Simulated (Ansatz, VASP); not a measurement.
**BaTiO3: VASP beside Ansatz**

The input INCAR:

```
SYSTEM = BaTiO3
PREC = Accurate ; ENCUT = 520
EDIFF = 1E-6 ; ISMEAR = 0
SIGMA = 0.01 ; LREAL = .FALSE.
LASPH = .TRUE. ; NELM = 150
ALGO = Normal ; ISIF = 2
LWAVE = .FALSE. ; LCHARG = .FALSE.
LMAXMIX = 4 ; LDAU = .TRUE.
LDAUTYPE = 2 ; LDAUL = -1 2 -1
LDAUU = 0 2 0 ; LDAUJ = 0 0 0
LDAUPRINT = 1 ; GGA = PE
NBANDS = 28
```

File KPOINTS:

```
regular mesh
0
G
  4 4 4
  0 0 0
```

File POSCAR:

```
BaTiO3
1.0
    4.0060000000      0.0000000000      0.0000000000
    0.0000000000      4.0060000000      0.0000000000
    0.0000000000      0.0000000000      4.0060000000
Ba Ti O
1 1 3
Direct
    0.5000000000      0.5000000000      0.5000000000
    0.0000000000      0.0000000000      0.0000000000
    0.5000000000      0.0000000000      0.0000000000
    0.0000000000      0.5000000000      0.0000000000
    0.0000000000      0.0000000000      0.5000000000
```

Input for Ansatz:

```yaml
crystal:
  lattice:
    a: 4.006
    b: 4.006
    c: 4.006
    alpha: 90.0
    beta: 90.0
    gamma: 90.0
  atoms:
    - { symbol: Ba, position: [0.5, 0.5, 0.5] }
    - { symbol: Ti, position: [0.0, 0.0, 0.0] }
    - { symbol: O, position: [0.5, 0.0, 0.0] }
    - { symbol: O, position: [0.0, 0.5, 0.0] }
    - { symbol: O, position: [0.0, 0.0, 0.5] }
basis:
  ecutwfc: 470.0
kpoints:
  mp_grid:
    grid: [4, 4, 4]
hamiltonian:
  hubbard:
    - { species: Ti, l: d, u_eff: 2.0 }
scf:
  occupations:
    method: fixed
output:
  eigenvalues: true
```

Alike in both runs: task single point; functional PBE; k mesh 4 × 4 × 4; no spin polarisation; Hubbard terms Ti d U = 2.0 eV.

```csv
,VASP,Ansatz
version,VASP 6.6.1,Ansatz 0.2.0
potentials or method,"VASP PAW PBE potentials, release 64 (Ba_sv, Ti_sv, O), cutoff 520 eV","plane waves, PAW"
occupations,"gaussian, width 0.01 eV",fixed
valence electrons in the cell,40,40
```

```csv
,VASP,Ansatz,Ansatz less VASP
gap on the k mesh at the Fermi level (eV),1.95,1.99,+0.047
```

The programs project onto different local orbitals, so the same U acts differently, and such runs can settle in different states.

Spin-orbit coupling is off throughout.
